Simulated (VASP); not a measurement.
The system is SiGe.

```
Ge Si
1.0
     3.47016    0.00000    0.00000
    -1.73508    3.00525    0.00000
     0.00000    0.00000    5.65636
Ge Si
2 2
Direct
  0.00000 0.00000 0.00000
  0.00000 0.00000 0.50000
  0.33333 0.66667 0.25000
  0.66667 0.33333 0.75000
```

* Program: VASP 6.6.1
* Task: relaxation of cell and atoms
* Functional: PBEsol
* Potentials or basis: VASP PAW PBE potentials, release 64 (Ge_d, Si)
* Cutoff: 600 eV
* k mesh: 9 × 9 × 4
* Occupations: fermi-dirac, width 0.03 eV
* Spin: no spin polarisation

At the start: pressure 25.0 GPa; volume 14.75 Å³/atom.

Question: Where does the relaxation end?

Answer: Over 7 steps the energy falls by 211.5 meV/atom and the volume is 17.67 Å³/atom (+19.8 %); space group P6_3/mmc (No. 194, to 0.1 Å) before and after.

The path:
| step | energy change (eV) | largest force (eV/Å) | pressure (GPa) | volume (Å³) |
| --- | --- | --- | --- | --- |
| 1 | 0.0000 | 0.0000 | 25.03 | 58.99 |
| 2 | -0.5359 | 0.0000 | -8.50 | 80.87 |
| 3 | -0.8435 | 0.0000 | -0.30 | 71.17 |
| 4 | -0.8436 | 0.0000 | 0.00 | 70.91 |
| 5 | -0.8454 | 0.0000 | 0.07 | 70.80 |
| 6 | -0.8461 | 0.0000 | 0.07 | 70.71 |
| 7 | -0.8462 | 0.0000 | 0.04 | 70.68 |

Final structure:
```yaml
crystal:
  lattice:
    - [3.63743, 0.00000, 0.00000]
    - [-1.81871, 3.15011, 0.00000]
    - [0.00000, 0.00000, 6.16834]
  atoms:
    - { symbol: Ge, position: [0.00000, 0.00000, 0.00000] }
    - { symbol: Ge, position: [0.00000, 0.00000, 0.50000] }
    - { symbol: Si, position: [0.33333, 0.66667, 0.25000] }
    - { symbol: Si, position: [0.66667, 0.33333, 0.75000] }
```

Caveat: the volume moved by over 15 % at a fixed basis, so the end points are rough; the PAW data sets were made with another functional, which shifts forces and pressure a little.
